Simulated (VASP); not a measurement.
# AlOs in VASP: notebook

AlOs is run at these levels: LDA; tasks: single point.

All numbers are computed with VASP 6.6.1; they aren't measurements. Logs are shortened: lines on timing, memory, paths and dates and some standing lists are left out, and cuts for length are marked.

## 1. The cell of the first run

The cell holds a slab with vacuum, 4 atoms: a = 2.998 Å, b = 2.998 Å, c = 10.497 Å, α = 90.00°, β = 90.00°, γ = 90.00°.

## 2. Single point, LDA

The input, INCAR:

```
SYSTEM = AlOs
  ALGO = Normal
  DIPOL = 0.5 0.5 0.500
  EDIFF = 1E-6
  ENCUT = 520
  GGA = CA
  GGA_COMPAT = .False.
  IDIPOL = 3
  ISIF = 2
  ISMEAR = 1
  LASPH = .True.
  LCHARG = .False.
  LDIPOL = .True.
  LREAL = .False.
  LWAVE = .False.
  NBANDS = 19
  NELM = 120
  NELMDL = -8
  PREC = Accurate
  SIGMA = 0.2
```

The input, KPOINTS:

```
k-points
0
Gamma
  6 6 1
  0 0 0
```

The input, POSCAR:

```
AlOs
1.0
    2.9979119800      0.0000000000      0.0000000000
    0.0000000000      2.9979119800      0.0000000000
    0.0000000000      0.0000000000     10.4968679700
Al Os
2 2
Direct
    0.0000000000      0.0000000000      0.2857995364
    0.0000000000      0.0000000000      0.5714001545
    0.5000000000      0.5000000000      0.4285998455
    0.5000000000      0.5000000000      0.7142004636
```

Potentials or basis: VASP PAW LDA potentials, release 64 (Al, Os).

On the command line:

```bash
$ cat potpaw_LDA.64/Al/POTCAR potpaw_LDA.64/Os/POTCAR > POTCAR
$ mpirun -np 1 vasp_std > vasp.out
```

OUTCAR:

```text
SYSTEM = AlOs
   EDIFF = 1E-6
   ENCUT = 520
   GGA = CA
   ISIF = 2
   ISMEAR = 1
   LASPH = .True.
   LREAL = .False.
   NELM = 120
   NELMDL = -8
   PREC = Accurate

 ion  position               nearest neighbor table
   1  0.000  0.000  0.286-   3 2.60   3 2.60   3 2.60   3 2.60   2 3.00
   2  0.000  0.000  0.571-   3 2.60   3 2.60   3 2.60   3 2.60   4 2.60   4 2.60   4 2.60   4 2.60
                             1 3.00
   3  0.500  0.500  0.429-   2 2.60   2 2.60   2 2.60   2 2.60   1 2.60   1 2.60   1 2.60   1 2.60
                             4 3.00
   4  0.500  0.500  0.714-   2 2.60   2 2.60   2 2.60   2 2.60   3 3.00

  LATTYP: Found a simple tetragonal cell.
 ALAT       =     2.9979119800
 C/A-ratio  =     3.5013929829

  Lattice vectors:

 A1 = (   2.9979119800,   0.0000000000,   0.0000000000)
 A2 = (   0.0000000000,   2.9979119800,   0.0000000000)
 A3 = (   0.0000000000,   0.0000000000,  10.4968679700)

Analysis of symmetry for initial positions (statically):
=====================================================================
 Subroutine PRICEL returns:
 Original cell was already a primitive cell.

 Routine SETGRP: Setting up the symmetry group for a
 simple tetragonal supercell.

 Subroutine GETGRP returns: Found  8 space group operations
 (whereof  8 operations were pure point group operations)
 out of a pool of 16 trial point group operations.

The static configuration has the point symmetry C_4v.

Analysis of symmetry for dynamics (positions and initial velocities):
=====================================================================
 Subroutine PRICEL returns:
 Original cell was already a primitive cell.

 Routine SETGRP: Setting up the symmetry group for a
 simple tetragonal supercell.

 Subroutine GETGRP returns: Found  8 space group operations
 (whereof  8 operations were pure point group operations)
 out of a pool of 16 trial point group operations.

The dynamic configuration has the point symmetry C_4v.

 Subroutine INISYM returns: Found  8 space group operations
 (whereof  8 operations are pure point group operations),
 and found     1 'primitive' translations

----------------------------------------------------------------------------------------

                                     Primitive cell

  volume of cell :      94.3404

  direct lattice vectors                    reciprocal lattice vectors
[... 82 lines left out ...]
   ISIF   =      2    stress and relaxation
   ISYM   =      2    0-nonsym 1-usesym 2-fastsym
   POTIM  = 0.5000    time-step for ionic-motion
   TEBEG  =    0.0;   TEEND  =   0.0 temperature during run
   PSTRESS=    0.0 pullay stress
   NELECT =      22.0000    total number of electrons
   NUPDOWN=      -1.0000    fix difference up-down
   EMIN   =  10.00;   EMAX   =-10.00  energy-range for DOS
   EFERMI =   0.00;   METHOD = LEGACY
   ISMEAR =     1;   SIGMA  =   0.20  broadening in eV -4-tet -1-fermi 0-gaus
   EFERMI_NEDOS =   21; number of points for ismear=-14 and -15
   IALGO  =     38    algorithm
   IMIX   =      4    mixing-type and parameters
     AMIX     =   0.40;   BMIX     =  1.00
     AMIX_MAG =   1.60;   BMIX_MAG =  1.00
  volume/ion in A,a.u.               =      23.59       159.16
  Fermi-wavevector in a.u.,A,eV,Ry     =   1.007666  1.904212 13.815227  1.015391
  Thomas-Fermi vector in A             =   2.140485
   LORBIT       =      0    0 simple, 1 ext, 2 COOP (PROOUT), +10 PAW based schemes
   GGA     = CA    functional components
   LHFCALC =     F    Hartree Fock is set to
   AEXX    =    0.0000 exact exchange contribution
   IVDW    =     0    specifies the selected vdW correction
   LEPSILON=     F    determine dielectric tensor
   LRPA    =     F    only Hartree local field effects (RPA)
 non-spin polarized calculation
 Methfessel and Paxton  Order N= 1 SIGMA  =   0.20
  energy-cutoff  :      520.00
  volume of cell :       94.34
 maximum number of plane-waves:      2559
 NGX is ok and might be reduce to    24
   NGX = 11   NGY = 11   NGZ = 39

 dipolmoment           0.000000      0.000000     -0.043560 electrons x Angstroem

 number of electron      22.0000001 magnetization

 dipolmoment           0.000000      0.000000      0.092340 electrons x Angstroem

 Free energy of the ion-electron system (eV)
  ---------------------------------------------------
  ext. energy  EPLUGINS =         0.00000000
  ---------------------------------------------------
  free energy    TOTEN  =       -31.06910891 eV

  energy without entropy =      -31.06448511  energy(sigma->0) =      -31.06756765

 E-fermi :   3.4421     XC(G=0):  -9.1910

 val. band max:        3.4395754619   @ k =   0.1667   0.0000   0.0000
 cond. band min:       3.5249081231   @ k =   0.5000   0.3333   0.0000
 fundamental gap:      0.0853326612
 Fermi energy:         3.4421371523

 k-point     1 :       0.0000    0.0000    0.0000
  band No.  band energies     occupation
      1      -6.6392      2.00000
      2      -4.1859      2.00000
      3      -1.8805      2.00000
      4      -0.4644      2.00000
      5      -0.2350      2.00000
      6       0.4732      2.00000
[... 197 lines left out ...]
      6       0.8559      2.00000
[... 11 lines left out ...]
     18       8.1293      0.00000
     19       8.3964      0.00000

------------------------ aborting loop because EDIFF is reached ----------------------------------------

 vacuum level on the upper side and lower side of the slab       (xc-potential included)        -1.839        -3.653

  FORCE on cell =-STRESS in cart. coord.  units (eV):
  Direction    XX          YY          ZZ          XY          YZ          ZX
  --------------------------------------------------------------------------------------
  -------------------------------------------------------------------------------------
  Total       -6.6480665     -6.6480665     -5.5706174      0.0000000      0.0000000      0.0000000
  in kB     -112.9037710   -112.9037710    -94.6055076      0.0000000      0.0000000      0.0000000
  external PRESSURE =    -106.8043499 kB  Pullay stress =       0.0000000 kB

 VOLUME and BASIS-vectors are now :
 -----------------------------------------------------------------------------
  energy-cutoff  :      520.00
  volume of cell :       94.34
      direct lattice vectors                 reciprocal lattice vectors
     2.997911980  0.000000000  0.000000000     0.333565497  0.000000000  0.000000000
     0.000000000  2.997911980  0.000000000     0.000000000  0.333565497  0.000000000
     0.000000000  0.000000000 10.496867970     0.000000000  0.000000000  0.095266512

 POSITION                                       TOTAL-FORCE (eV/Angst)
 -----------------------------------------------------------------------------------
      0.00000      0.00000      3.00000         0.000000      0.000000      1.562643
      0.00000      0.00000      5.99791         0.000000      0.000000      0.612115
      1.49896      1.49896      4.49896        -0.000000      0.000000     -0.917956
      1.49896      1.49896      7.49687         0.000000      0.000000     -1.256802
 -----------------------------------------------------------------------------------
    total drift:                                0.000000     -0.000000      0.046347

  FREE ENERGIE OF THE ION-ELECTRON SYSTEM (eV)
  ---------------------------------------------------
  free  energy   TOTEN  =       -31.0691089122 eV

  energy  without entropy=      -31.0644851112  energy(sigma->0) =      -31.06756765

 vacuum level on the upper side and lower side of the slab         6.175         4.267
```

OSZICAR:

```text
N       E                     dE             d eps       ncg     rms          rms(c)
DAV:   1     0.987448335539E+02    0.98745E+02   -0.89150E+03   380   0.972E+02
DAV:   2    -0.254916749904E+02   -0.12424E+03   -0.11523E+03   442   0.259E+02
DAV:   3    -0.342846192087E+02   -0.87929E+01   -0.85277E+01   506   0.578E+01
[... 14 lines left out ...]
DAV:  18    -0.310691248776E+02    0.17779E-03   -0.21781E-03   467   0.207E-01    0.494E-02
DAV:  19    -0.310691420646E+02   -0.17187E-04   -0.81109E-04   488   0.130E-01    0.292E-02
DAV:  20    -0.310691067692E+02    0.35295E-04   -0.13915E-04   455   0.505E-02    0.829E-03
DAV:  21    -0.310691096004E+02   -0.28312E-05   -0.78416E-06   457   0.196E-02    0.114E-02
DAV:  22    -0.310691089122E+02    0.68819E-06   -0.21966E-06   356   0.815E-03
   1 F= -.31069109E+02 E0= -.31067568E+02  d E =-.462380E-02
```

Wall time 60 s (1 thread of Intel Xeon 8259CL, shared host); peak memory 0.15 GiB.

What came out:

```yaml
Free_energy: -31.0691 eV
Largest_force: 1.563 eV/Å
Band_gap_on_the_k_mesh: zero (bands 11 and 12 overlap by 1.53 eV)
```

Forces on the atoms (eV/Å):
```
Al   0.000  0.000  1.563
Al   0.000  0.000  0.612
Os   0.000  0.000 -0.918
Os   0.000  0.000 -1.257
```

Caveat: spin-orbit coupling is left out, which moves the levels of the heavy elements.

## 3. Single point, LDA

This run uses another cell than the first one.

The input, INCAR:

```
SYSTEM = AlOs
PREC = Accurate ; ENCUT = 520
EDIFF = 1E-6 ; ISMEAR = 1
SIGMA = 0.2 ; LREAL = .FALSE.
LASPH = .TRUE. ; NELM = 120
ALGO = Normal ; ISIF = 2
LWAVE = .FALSE. ; LCHARG = .FALSE.
LDIPOL = .TRUE. ; IDIPOL = 3
DIPOL = 0.5 0.5 0.500 ; NBANDS = 19
GGA_COMPAT = .FALSE. ; NELMDL = -8
```

The input, KPOINTS:

```
regular mesh
0
G
  6 6 1
  0 0 0
```

The input, POSCAR:

```
AlOs
1.0
    2.9979119800      0.0000000000      0.0000000000
    0.0000000000      2.9979119800      0.0000000000
    0.0000000000      0.0000000000     12.4968679700
Al Os
2 2
Direct
    0.0000000000      0.0000000000      0.3200802001
    0.0000000000      0.0000000000      0.5599732666
    0.5000000000      0.5000000000      0.4400267334
    0.5000000000      0.5000000000      0.6799197999
```

Potentials or basis: VASP PAW LDA potentials, release 64 (Al, Os).

On the command line:

```bash
$ cat potpaw_LDA.64/Al/POTCAR potpaw_LDA.64/Os/POTCAR > POTCAR
$ mpirun -np 1 vasp_std > vasp.out
```

Run time: 80 s. Hardware: 1 thread of Intel Xeon 8259CL, shared host; peak memory 0.16 GiB.

Results (log left out):

```
Free energy            : -31.0509 eV
Largest force          : 1.615 eV/Å
Band gap on the k mesh : zero (bands 11 and 12 overlap by 1.50 eV)
```

Forces in eV/Å, atoms in the order of the input:
```
Al   0.000  0.000  1.615
Al   0.000  0.000  0.645
Os   0.000  0.000 -0.937
Os   0.000  0.000 -1.322
```

Levels at points of the mesh, in eV from the Fermi level:
| k point | band 9 | band 10 | band 11 | band 12 | band 13 | band 14 |
| --- | --- | --- | --- | --- | --- | --- |
| (0.00, 0.00, 0.00) | -0.35 | -0.04 | 0.10 | 0.10 | 0.50 | 1.10 |
| (0.50, 0.00, 0.00) | -0.79 | -0.67 | -0.17 | 0.15 | 0.45 | 1.19 |
| (0.50, 0.50, 0.00) | 0.12 | 0.19 | 1.28 | 2.12 | 2.47 | 3.54 |

Caveat: spin-orbit coupling is left out, which moves the levels of the heavy elements.

## 4. Single point, LDA

This run uses another cell than the first one.

The input, INCAR:

```
SYSTEM = AlOs
  PREC = Accurate
  ENCUT = 520
  EDIFF = 1E-6
  ISMEAR = 1
  SIGMA = 0.2
  LREAL = .FALSE.
  LASPH = .TRUE.
  NELM = 120
  ALGO = Normal
  ISIF = 2
  LWAVE = .FALSE.
  LCHARG = .TRUE.
  LDIPOL = .TRUE.
  IDIPOL = 3
  DIPOL = 0.5 0.5 0.500
  LELF = .TRUE.
  LVHAR = .TRUE.
  LVACPOTAV = .TRUE.
  NBANDS = 19
  GGA_COMPAT = .FALSE.
  NELMDL = -8
```

The input, KPOINTS:

```
Automatic mesh
0
G
  6 6 1
  0 0 0
```

The input, POSCAR:

```
AlOs
1.0
    2.9979119800      0.0000000000      0.0000000000
    0.0000000000      2.9979119800      0.0000000000
    0.0000000000      0.0000000000     14.4968679700
Al Os
2 2
Direct
    0.0000000000      0.0000000000      0.3449020858
    0.0000000000      0.0000000000      0.5516993047
    0.5000000000      0.5000000000      0.4483006953
    0.5000000000      0.5000000000      0.6550979142
```

Potentials or basis: VASP PAW LDA potentials, release 64 (Al, Os).

On the command line:

```bash
$ cat potpaw_LDA.64/Al/POTCAR potpaw_LDA.64/Os/POTCAR > POTCAR
$ mpirun -np 1 vasp_std > vasp.out
```

OUTCAR:

```text
SYSTEM = AlOs
   PREC = Accurate
   ENCUT = 520
   EDIFF = 1E-6
   ISMEAR = 1
   LREAL = .FALSE.
   LASPH = .TRUE.
   NELM = 120
   ISIF = 2
   NELMDL = -8

 ion  position               nearest neighbor table
   1  0.000  0.000  0.345-   3 2.60   3 2.60   3 2.60   3 2.60   2 3.00
   2  0.000  0.000  0.552-   3 2.60   3 2.60   3 2.60   3 2.60   4 2.60   4 2.60   4 2.60   4 2.60
                             1 3.00
   3  0.500  0.500  0.448-   2 2.60   2 2.60   2 2.60   2 2.60   1 2.60   1 2.60   1 2.60   1 2.60
                             4 3.00
   4  0.500  0.500  0.655-   2 2.60   2 2.60   2 2.60   2 2.60   3 3.00

  LATTYP: Found a simple tetragonal cell.
 ALAT       =     2.9979119800
 C/A-ratio  =     4.8356549714

  Lattice vectors:

 A1 = (   2.9979119800,   0.0000000000,   0.0000000000)
 A2 = (   0.0000000000,   2.9979119800,   0.0000000000)
 A3 = (   0.0000000000,   0.0000000000,  14.4968679700)

Analysis of symmetry for initial positions (statically):
=====================================================================
 Subroutine PRICEL returns:
 Original cell was already a primitive cell.

 Routine SETGRP: Setting up the symmetry group for a
 simple tetragonal supercell.

 Subroutine GETGRP returns: Found  8 space group operations
 (whereof  8 operations were pure point group operations)
 out of a pool of 16 trial point group operations.

The static configuration has the point symmetry C_4v.

Analysis of symmetry for dynamics (positions and initial velocities):
=====================================================================
 Subroutine PRICEL returns:
 Original cell was already a primitive cell.

 Routine SETGRP: Setting up the symmetry group for a
 simple tetragonal supercell.

 Subroutine GETGRP returns: Found  8 space group operations
 (whereof  8 operations were pure point group operations)
 out of a pool of 16 trial point group operations.

The dynamic configuration has the point symmetry C_4v.

 Subroutine INISYM returns: Found  8 space group operations
[... 111 lines left out ...]
   GGA     = CA    functional components
   LHFCALC =     F    Hartree Fock is set to
   AEXX    =    0.0000 exact exchange contribution
   IVDW    =     0    specifies the selected vdW correction
   LEPSILON=     F    determine dielectric tensor
   LRPA    =     F    only Hartree local field effects (RPA)
 non-spin polarized calculation
 Methfessel and Paxton  Order N= 1 SIGMA  =   0.20
  energy-cutoff  :      520.00
  volume of cell :      130.29
 maximum number of plane-waves:      3525
 NGX is ok and might be reduce to    24
   NGX = 11   NGY = 11   NGZ = 53

 dipolmoment           0.000000      0.000000     -0.023896 electrons x Angstroem

 number of electron      22.0000001 magnetization

 dipolmoment           0.000000      0.000000      0.083605 electrons x Angstroem

 Free energy of the ion-electron system (eV)
  ---------------------------------------------------
  ext. energy  EPLUGINS =         0.00000000
  ---------------------------------------------------
  free energy    TOTEN  =       -31.05035917 eV

  energy without entropy =      -31.04876707  energy(sigma->0) =      -31.04982847

 E-fermi :   1.3293     XC(G=0):  -6.9111

 val. band max:        1.3035741419   @ k =   0.3333   0.3333   0.0000
 cond. band min:       1.4087724181   @ k =   0.5000   0.3333   0.0000
 fundamental gap:      0.1051982762
 Fermi energy:         1.3293054855

 k-point     1 :       0.0000    0.0000    0.0000
  band No.  band energies     occupation
      1      -8.7631      2.00000
      2      -6.3140      2.00000
      3      -4.0031      2.00000
      4      -2.5871      2.00000
      5      -2.3622      2.00000
      6      -1.6366      2.00000
[... 197 lines left out ...]
      6      -1.2701      2.00000
[... 11 lines left out ...]
     18       6.2885      0.00000
     19       6.2885      0.00000

------------------------ aborting loop because EDIFF is reached ----------------------------------------

  FORCE on cell =-STRESS in cart. coord.  units (eV):
  Direction    XX          YY          ZZ          XY          YZ          ZX
  --------------------------------------------------------------------------------------
  -------------------------------------------------------------------------------------
  Total       -6.5692997     -6.5692997     -5.4804036      0.0000000      0.0000000      0.0000000
  in kB      -80.7825794    -80.7825794    -67.3924404      0.0000000      0.0000000      0.0000000
  external PRESSURE =     -76.3191997 kB  Pullay stress =       0.0000000 kB

 VOLUME and BASIS-vectors are now :
 -----------------------------------------------------------------------------
  energy-cutoff  :      520.00
  volume of cell :      130.29
      direct lattice vectors                 reciprocal lattice vectors
     2.997911980  0.000000000  0.000000000     0.333565497  0.000000000  0.000000000
     0.000000000  2.997911980  0.000000000     0.000000000  0.333565497  0.000000000
     0.000000000  0.000000000 14.496867970     0.000000000  0.000000000  0.068980417

 POSITION                                       TOTAL-FORCE (eV/Angst)
 -----------------------------------------------------------------------------------
      0.00000      0.00000      5.00000         0.000000      0.000000      1.621059
      0.00000      0.00000      7.99791         0.000000      0.000000      0.647785
      1.49896      1.49896      6.49896         0.000000      0.000000     -0.941581
      1.49896      1.49896      9.49687        -0.000000     -0.000000     -1.327264
 -----------------------------------------------------------------------------------
    total drift:                                0.000000      0.000000      0.000079

  FREE ENERGIE OF THE ION-ELECTRON SYSTEM (eV)
  ---------------------------------------------------
  free  energy   TOTEN  =       -31.0503591675 eV

  energy  without entropy=      -31.0487670698  energy(sigma->0) =      -31.04982847

 vacuum level on the upper side and lower side of the slab         6.530         4.833
```

OSZICAR:

```text
N       E                     dE             d eps       ncg     rms          rms(c)
DAV:   1     0.105711536357E+03    0.10571E+03   -0.85227E+03   380   0.934E+02
DAV:   2    -0.246049437507E+02   -0.13032E+03   -0.12132E+03   477   0.246E+02
DAV:   3    -0.341629508192E+02   -0.95580E+01   -0.93206E+01   489   0.572E+01
[... 18 lines left out ...]
DAV:  22    -0.310503112570E+02   -0.10939E-03   -0.40840E-05   482   0.286E-02    0.816E-03
DAV:  23    -0.310503362050E+02   -0.24948E-04   -0.64988E-06   443   0.158E-02    0.709E-03
DAV:  24    -0.310503406075E+02   -0.44024E-05   -0.10969E-06   376   0.521E-03    0.369E-03
DAV:  25    -0.310503588002E+02   -0.18193E-04   -0.53564E-06   361   0.756E-03    0.255E-03
DAV:  26    -0.310503591675E+02   -0.36731E-06   -0.19346E-07   337   0.323E-03
   1 F= -.31050359E+02 E0= -.31049828E+02  d E =-.159210E-02
```

Run time: 1.7 min. Hardware: 1 thread of Intel Xeon 8259CL, shared host; peak memory 0.17 GiB.

What came out:

```
Free energy            : -31.0504 eV
Largest force          : 1.621 eV/Å
Band gap on the k mesh : zero (bands 11 and 12 overlap by 1.50 eV)
```

Forces in eV/Å, atoms in the order of the input:
```
Al   0.000  0.000  1.621
Al   0.000  0.000  0.648
Os   0.000  0.000 -0.942
Os   0.000  0.000 -1.327
```

Caveat: spin-orbit coupling is left out, which moves the levels of the heavy elements.

## 5. Summary

```csv
cell,gap on the mesh (eV),largest force (eV/Å)
"a = 2.998, b = 2.998, c = 10.497 Å, 4 atoms",none,1.56
"a = 2.998, b = 2.998, c = 12.497 Å, 4 atoms",none,1.61
"a = 2.998, b = 2.998, c = 14.497 Å, 4 atoms",none,1.62
```

Alike in all rows: task single point; level LDA; potentials or basis VASP PAW LDA potentials, release 64 (Al, Os); no spin polarisation; k mesh 6 × 6 × 1; cutoff (eV) 520; smearing methfessel-paxton 0.2 eV.

Caveats: spin-orbit coupling is left out, which moves the levels of the heavy elements.

Total energies depend on the potentials used, so only differences within one code and one set of settings carry meaning.

The gap in the log of VASP goes by the Fermi energy; the results here count the filled bands.